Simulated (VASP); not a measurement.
Crystal: As.

```
CELL_PARAMETERS angstrom
3.85276 0.00000 0.00000
-1.92638 3.33659 0.00000
0.00000 0.00000 2.25027
ATOMIC_POSITIONS crystal
As 0.00000 0.00000 0.00000
As 0.33333 0.66667 0.50000
As 0.66667 0.33333 0.50000
```

This cell differs from its parent crystal: volume scaled by 0.5.

Base run:

```yaml
Program: VASP 6.6.1
Functional: PBE
Potentials_or_basis: VASP PAW PBE potentials, release 64 (As_d)
Cutoff: 600 eV
k_mesh: 8 × 8 × 10
Occupations: fermi-dirac, width 0.1 eV
Spin: no spin polarisation
```

Its results: pressure 247.9 GPa.

The run is repeated on the same cell with these changes: potentials or basis from VASP PAW PBE potentials, release 64 (As_d) to VASP PAW PBE potentials, release 64 (As); cutoff from 600 eV to 520 eV; further incar settings from ALGO = Normal; EDIFF = 1e-06; NBANDS = 30 to ALGO = Normal; EDIFF = 1e-06; NBANDS = 14; valence electrons from 45 to 15. What comes out?

Pressure 255.1 GPa.
